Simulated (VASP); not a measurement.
# TiO2 (Pbcn) in VASP: electric field gradients with PBE

Aim: the electric field gradients of TiO2 with PBE.

Everything below comes from runs of VASP 6.6.1. Logs are shortened: lines on timing, memory, paths and dates and some standing lists are left out, and cuts for length are marked.

## Step 1: The cell of the first run

It takes space group Pbcn (No. 60, orthorhombic). Conventional cell: a = 4.532 Å, b = 5.502 Å, c = 4.906 Å, α = 90.00°, β = 90.00°, γ = 90.00°. Ti (site symmetry 2) has 6 O at 1.87 to 2.06 Å within 2.5 Å. O (site symmetry 1) has 3 Ti at 1.87 to 2.06 Å and 12 O at 2.59 to 2.94 Å within 3.0 Å.

## Step 2: Electric field gradients, PBE

Input file INCAR:

```
PREC = Accurate
ENCUT = 520
EDIFF = 1E-8
ISMEAR = -1
SIGMA = 0.02
LREAL = False
LASPH = True
NELM = 60
ALGO = Normal
ISIF = 2
LWAVE = False
LCHARG = False
GGA = PE
LEFG = True
NBANDS = 60
```

Input file KPOINTS:

```
regular mesh
0
Gamma
  5 4 4
```

Input file POSCAR:

```
TiO2
1.0
    4.5318000000      0.0000000000      0.0000000000
    0.0000000000      5.5019000000      0.0000000000
    0.0000000000      0.0000000000      4.9063000000
Ti O
4 8
Direct
    0.0000000000      0.1704000000      0.2500000000
    0.5000000000      0.3296000000      0.7500000000
    0.0000000000      0.8296000000      0.7500000000
    0.5000000000      0.6704000000      0.2500000000
    0.2716000000      0.3814000000      0.4142000000
    0.2284000000      0.1186000000      0.9142000000
    0.7716000000      0.1186000000      0.5858000000
    0.7284000000      0.3814000000      0.0858000000
    0.7284000000      0.6186000000      0.5858000000
    0.7716000000      0.8814000000      0.0858000000
    0.2284000000      0.8814000000      0.4142000000
    0.2716000000      0.6186000000      0.9142000000
```

Potentials or basis: VASP PAW PBE potentials, release 64 (Ti_sv, O).

Started as:

```
$ cat potpaw_PBE.64/Ti_sv/POTCAR potpaw_PBE.64/O/POTCAR > POTCAR
$ mpirun -np 1 vasp_std > vasp.out
```

OUTCAR:

```text
PREC = Accurate
   ENCUT = 520
   EDIFF = 1E-8
   ISMEAR = -1
   LREAL = False
   LASPH = True
   NELM = 60
   ISIF = 2
   GGA = PE

 ion  position               nearest neighbor table
   1  0.000  0.170  0.250-   5 1.87   8 1.87   7 1.97   6 1.97  10 2.06  11 2.06
   2  0.500  0.330  0.750-   6 1.87   7 1.87   5 1.97   8 1.97   9 2.06  12 2.06
   3  0.000  0.830  0.750-   9 1.87  12 1.87  11 1.97  10 1.97   6 2.06   7 2.06
   4  0.500  0.670  0.250-  10 1.87  11 1.87   9 1.97  12 1.97   5 2.06   8 2.06
   5  0.272  0.381  0.414-   1 1.87   2 1.97   4 2.06
   6  0.228  0.119  0.914-   2 1.87   1 1.97   3 2.06
   7  0.772  0.119  0.586-   2 1.87   1 1.97   3 2.06
   8  0.728  0.381  0.086-   1 1.87   2 1.97   4 2.06
   9  0.728  0.619  0.586-   3 1.87   4 1.97   2 2.06
  10  0.772  0.881  0.086-   4 1.87   3 1.97   1 2.06
  11  0.228  0.881  0.414-   4 1.87   3 1.97   1 2.06
  12  0.272  0.619  0.914-   3 1.87   4 1.97   2 2.06

  LATTYP: Found a simple orthorhombic cell.
 ALAT       =     4.5318000000
 B/A-ratio  =     1.0826382453
 C/A-ratio  =     1.2140650514

  Lattice vectors:

 A1 = (  -4.5318000000,   0.0000000000,   0.0000000000)
 A2 = (   0.0000000000,   0.0000000000,   4.9063000000)
 A3 = (   0.0000000000,   5.5019000000,   0.0000000000)

Analysis of symmetry for initial positions (statically):
=====================================================================
 Subroutine PRICEL returns:
 Original cell was already a primitive cell.

 Routine SETGRP: Setting up the symmetry group for a
 simple orthorhombic supercell.

 Subroutine GETGRP returns: Found  8 space group operations
 (whereof  2 operations were pure point group operations)
 out of a pool of  8 trial point group operations.

The static configuration has the point symmetry S_2 .
 The point group associated with its full space group is D_2h.

Analysis of symmetry for dynamics (positions and initial velocities):
=====================================================================
 Subroutine PRICEL returns:
 Original cell was already a primitive cell.

 Routine SETGRP: Setting up the symmetry group for a
 simple orthorhombic supercell.

 Subroutine GETGRP returns: Found  8 space group operations
 (whereof  2 operations were pure point group operations)
[... 1704 lines left out ...]
  energy-cutoff  :      520.00
  volume of cell :      122.33
      direct lattice vectors                 reciprocal lattice vectors
     4.531800000  0.000000000  0.000000000     0.220662871  0.000000000  0.000000000
     0.000000000  5.501900000  0.000000000     0.000000000  0.181755394  0.000000000
     0.000000000  0.000000000  4.906300000     0.000000000  0.000000000  0.203819579

 POSITION                                       TOTAL-FORCE (eV/Angst)
 -----------------------------------------------------------------------------------
      0.00000      0.93752      1.22657        -0.000000      0.102465      0.000000
      2.26590      1.81343      3.67972        -0.000000     -0.102465      0.000000
      0.00000      4.56438      3.67972        -0.000000     -0.102465      0.000000
      2.26590      3.68847      1.22657        -0.000000      0.102465      0.000000
      1.23084      2.09842      2.03219         0.007925     -0.025626      0.197252
      1.03506      0.65253      4.48534        -0.007925      0.025626      0.197252
      3.49674      0.65253      2.87411         0.007925      0.025626     -0.197252
      3.30096      2.09842      0.42096        -0.007925     -0.025626     -0.197252
      3.30096      3.40348      2.87411        -0.007925      0.025626     -0.197252
      3.49674      4.84937      0.42096         0.007925     -0.025626     -0.197252
      1.03506      4.84937      2.03219        -0.007925     -0.025626      0.197252
      1.23084      3.40348      4.48534         0.007925      0.025626      0.197252
 -----------------------------------------------------------------------------------
    total drift:                                0.000000      0.000000      0.000000

  FREE ENERGIE OF THE ION-ELECTRON SYSTEM (eV)
  ---------------------------------------------------
  free  energy   TOTEN  =      -107.3080510806 eV

  energy  without entropy=     -107.3080510806  energy(sigma->0) =     -107.30805108

 Electric field gradients (V/A^2)
---------------------------------------------------------------------
 ion       V_xx      V_yy      V_zz      V_xy      V_xz      V_yz
---------------------------------------------------------------------
   1     -13.646    17.134    -3.488    -0.000   -10.521     0.000
   2     -13.646    17.134    -3.488     0.000    10.521     0.000
   3     -13.646    17.134    -3.488    -0.000   -10.521    -0.000
   4     -13.646    17.134    -3.488    -0.000    10.521    -0.000
   5      -5.369    -0.195     5.564    21.670     7.479    -2.611
   6      -5.369    -0.195     5.564    21.670    -7.479     2.611
   7      -5.369    -0.195     5.564   -21.670    -7.479    -2.611
   8      -5.369    -0.195     5.564   -21.670     7.479     2.611
   9      -5.369    -0.195     5.564    21.670     7.479    -2.611
  10      -5.369    -0.195     5.564    21.670    -7.479     2.611
  11      -5.369    -0.195     5.564   -21.670    -7.479    -2.611
  12      -5.369    -0.195     5.564   -21.670     7.479     2.611
---------------------------------------------------------------------

 Electric field gradients after diagonalization (V/A^2)
 (convention: |V_zz| > |V_xx| > |V_yy|)
----------------------------------------------------------------------
 ion       V_xx      V_yy      V_zz     asymmetry (V_yy - V_xx)/ V_zz
----------------------------------------------------------------------
   1      17.134     3.116   -20.250       0.692
   2      17.134     3.116   -20.250       0.692
   3      17.134     3.116   -20.250       0.692
   4      17.134     3.116   -20.250       0.692
   5      19.742     6.560   -26.302       0.501
   6      19.742     6.560   -26.302       0.501
   7      19.742     6.560   -26.302       0.501
   8      19.742     6.560   -26.302       0.501
   9      19.742     6.560   -26.302       0.501
  10      19.742     6.560   -26.302       0.501
  11      19.742     6.560   -26.302       0.501
  12      19.742     6.560   -26.302       0.501
----------------------------------------------------------------------

           NMR quadrupolar parameters

 Cq : quadrupolar parameter    Cq=e*Q*V_zz/h
 eta: asymmetry parameters     (V_yy - V_xx)/ V_zz
 Q  : nuclear electric quadrupole moment in mb (millibarn)
----------------------------------------------------------------------
 ion       Cq(MHz)       eta       Q (mb)
----------------------------------------------------------------------
   1      -0.049       0.692       1.000
   2      -0.049       0.692       1.000
   3      -0.049       0.692       1.000
   4      -0.049       0.692       1.000
   5      -0.064       0.501       1.000
   6      -0.064       0.501       1.000
   7      -0.064       0.501       1.000
   8      -0.064       0.501       1.000
   9      -0.064       0.501       1.000
  10      -0.064       0.501       1.000
  11      -0.064       0.501       1.000
  12      -0.064       0.501       1.000
----------------------------------------------------------------------
```

OSZICAR:

```text
N       E                     dE             d eps       ncg     rms          rms(c)
DAV:   1     0.152368263289E+04    0.15237E+04   -0.47575E+04  3248   0.192E+03
DAV:   2     0.180771579786E+03   -0.13429E+04   -0.12728E+04  3276   0.598E+02
DAV:   3    -0.118837451266E+03   -0.29961E+03   -0.28933E+03  4140   0.245E+02
[... 11 lines left out ...]
DAV:  15    -0.107308051263E+03   -0.18310E-05   -0.16813E-05  4316   0.271E-02    0.589E-03
DAV:  16    -0.107308050880E+03    0.38286E-06   -0.10136E-06  4012   0.592E-03    0.201E-03
DAV:  17    -0.107308050964E+03   -0.84423E-07   -0.11167E-07  3316   0.179E-03    0.111E-03
DAV:  18    -0.107308051087E+03   -0.12243E-06   -0.40036E-08  2908   0.163E-03    0.229E-04
DAV:  19    -0.107308051081E+03    0.59117E-08   -0.44468E-09  1696   0.404E-04
   1 F= -.10730805E+03 E0= -.10730805E+03  d E =-.193942E-14
```

stdout:

```text
POSCAR found type information on POSCAR TiO
 POSCAR found :  2 types and      12 ions
 scaLAPACK will be used
 LDA part: xc-table for (Slater+PW92), standard interpolation
 POSCAR, INCAR and KPOINTS ok, starting setup
 FFT: planning ... GRIDC
 FFT: planning ... GRID_SOFT
 FFT: planning ... GRID
 WAVECAR not read
 entering main loop
ion   1

ion   2

ion   3

ion   4

ion   5
     0.0000293    -4.6404939     0.6115742    -1.3831076    -0.3360417     0.8338594
     0.0000403    -4.6404938     0.6115742    -1.3831076    -0.3360417     0.8338594
     0.0000555    -4.6404938     0.6115742    -1.3831076    -0.3360417     0.8338594
     0.0000765    -4.6404936     0.6115742    -1.3831075    -0.3360416     0.8338594
[... 72 lines left out ...]
ion  12
     0.0000293     4.6404939    -0.6115742    -1.3831076    -0.3360417     0.8338594
     0.0000403     4.6404938    -0.6115742    -1.3831076    -0.3360417     0.8338594
     0.0000555     4.6404938    -0.6115742    -1.3831076    -0.3360417     0.8338594
     0.0000765     4.6404936    -0.6115742    -1.3831075    -0.3360416     0.8338594

     0.0000293    17.1499370    -2.4452728    -4.3510284    -4.3167464     2.4962648
     0.0000403    17.1499338    -2.4452723    -4.3510277    -4.3167454     2.4962644
     0.0000555    17.1499284    -2.4452715    -4.3510264    -4.3167436     2.4962637
     0.0000765    17.1499193    -2.4452702    -4.3510242    -4.3167407     2.4962624
```

Run time: 4.1 min. Hardware: 1 thread of Intel Xeon Platinum 8488C (Sapphire Rapids), shared host; peak memory 0.3 GiB.

What came out:

```yaml
Free_energy: -107.3081 eV
Pressure: 6.4 GPa
Largest_force: 0.199 eV/Å
Band_gap_on_the_k_mesh: 2.55 eV (least direct gap 2.64 eV)
Largest_electric_field_gradient_by_atom: Ti -20.2; O -26.3 V/Å²
```

Forces in eV/Å, atoms in the order of the input:
```
Ti   0.000  0.102  0.000
Ti   0.000 -0.102  0.000
Ti   0.000 -0.102  0.000
Ti   0.000  0.102  0.000
O    0.008 -0.026  0.197
O   -0.008  0.026  0.197
O    0.008  0.026 -0.197
O   -0.008 -0.026 -0.197
O   -0.008  0.026 -0.197
O    0.008 -0.026 -0.197
O   -0.008 -0.026  0.197
O    0.008  0.026  0.197
```

Stress tensor (GPa, compression positive):
```
6.39 0.00 0.00
0.00 7.09 0.00
0.00 0.00 5.81
```

Electric field gradients, principal values (V/Å²):
| atom | least | middle | greatest (by size) |
| --- | --- | --- | --- |
| 1 Ti | 3.116 | 17.134 | -20.250 |
| 2 Ti | 3.116 | 17.134 | -20.250 |
| 3 Ti | 3.116 | 17.134 | -20.250 |
| 4 Ti | 3.116 | 17.134 | -20.250 |
| 5 O | 6.560 | 19.742 | -26.302 |
| 6 O | 6.560 | 19.742 | -26.302 |
| 7 O | 6.560 | 19.742 | -26.302 |
| 8 O | 6.560 | 19.742 | -26.302 |
| 9 O | 6.560 | 19.742 | -26.302 |
| 10 O | 6.560 | 19.742 | -26.302 |
| 11 O | 6.560 | 19.742 | -26.302 |
| 12 O | 6.560 | 19.742 | -26.302 |

Caveat: the cell stands under pressure; without QUAD_EFG the Cq values of the log hold for a quadrupole moment of 1 mb, not for the nuclei; an odd mesh through Γ misses points on the zone boundary, where band edges can lie. As with any semilocal functional, this PBE gap is likely too small.
